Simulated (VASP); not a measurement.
## NbRu: single point with LDA

NbRu:

```
Nb Ru
1.0
     3.02772    0.00000    0.00000
     0.00000    3.02772    0.00000
     0.00000    0.00000    3.38360
Nb Ru
1 1
Direct
  0.00000 0.00000 0.00000
  0.50000 0.50000 0.50000
```

```
Program             : VASP 6.6.1
Task                : single point
Functional          : LDA
Potentials or basis : VASP PAW LDA potentials, release 64 (Nb_sv, Ru_pv)
Cutoff              : 520 eV
k mesh              : 14 × 14 × 12
Occupations         : fermi-dirac, width 0.15 eV
Spin                : no spin polarisation
```

```yaml
Pressure: -4.8 GPa
Band_gap_on_the_k_mesh: zero (an odd number of electrons rules out a gap without spin polarisation)
```

Levels at points of the mesh, in eV from the Fermi level:
```
           k point  band 11  band 12  band 13  band 14  band 15  band 16
(0.00, 0.00, 0.00)    -2.30    -2.30    -1.36     0.31     1.66     3.75
(0.50, 0.00, 0.00)    -2.42    -2.07    -1.80    -1.08    -0.84     0.24
(0.50, 0.50, 0.00)    -4.51     0.46     1.21     2.06     2.06     2.73
(0.00, 0.00, 0.50)    -2.54    -1.62    -1.62    -0.65     0.24     0.57
(0.50, 0.00, 0.50)    -3.35    -0.81     0.68     0.83     1.16     1.33
(0.50, 0.50, 0.50)    -3.09    -2.49    -2.49    -0.24     0.50     3.16
```

Run time: 95 s on 1 thread of Intel(R) Xeon(R) 6975P-C (Granite Rapids) (shared host), peak memory 0.26 GiB.

Caveat: the cell stands under tension.
